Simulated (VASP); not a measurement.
Crystal: LiTaO2.

```
Li Ta O
1.0
     1.47900    0.85390    4.87661
    -1.47900    0.85390    4.87661
     0.00000   -1.70780    4.87661
Li Ta O
1 1 2
Direct
  0.00000 0.00000 0.00000
  0.50000 0.50000 0.50000
  0.24294 0.24294 0.24294
  0.75706 0.75706 0.75706
```

| Property | Result |
| --- | --- |
| Program | VASP 6.6.1 |
| Task | relaxation of cell and atoms |
| Functional | PBE |
| Potentials or basis | VASP PAW PBE potentials, release 64 (Li_sv, Ta_pv, O) |
| Cutoff | 600 eV |
| k mesh | 6 × 6 × 6 |
| Occupations | gaussian, width 0.1 eV |
| Spin | no spin polarisation |

At the start: pressure 34.4 GPa; volume 9.24 Å³/atom.

**Question.** Where does the relaxation end?

**Answer.** Over 12 steps the energy falls by 305.3 meV/atom and the volume is 9.68 Å³/atom (+4.8 %); space group R-3m (No. 166, to 0.05 Å).

Step by step:
```
step  energy change (eV)  largest force (eV/Å)  pressure (GPa)  volume (Å³)
   1              0.0000                4.6894           34.42        36.95
   2              0.3577                2.3597          -32.63        48.58
   3             -0.8811                0.3843           -9.28        41.54
   4             -0.8868                0.5864           -7.36        41.22
   5             -0.8873                0.6654           -6.61        41.10
   6             -1.1461                0.2274           -4.06        39.70
   7             -1.2143                0.3333           -1.38        38.63
   8             -1.2144                0.2899           -1.59        38.70
   9             -1.2158                0.1527            2.75        38.19
  10             -1.2185                0.0485            0.77        38.42
  11             -1.2205                0.0308            0.44        38.56
  12             -1.2211                0.0132            0.10        38.71
```

Final structure:
```yaml
crystal:
  lattice:
    - [1.43744, 0.82991, 5.40874]
    - [-1.43744, 0.82991, 5.40874]
    - [0.00000, -1.65981, 5.40874]
  atoms:
    - { symbol: Li, position: [0.00000, 0.00000, 0.00000] }
    - { symbol: Ta, position: [0.50000, 0.50000, 0.50000] }
    - { symbol: O, position: [0.25352, 0.25352, 0.25352] }
    - { symbol: O, position: [0.74648, 0.74648, 0.74648] }
```

Caveat: the k points lie up to 0.43 Å⁻¹ apart in the final cell; the cutoff is under 1.25 times the usual one of these potentials, so pressure, stress and relaxed cells hold a basis-set (Pulay) error; the relaxation stopped at a loose force limit of 0.05 eV/Å, so its end isn't a converged minimum.
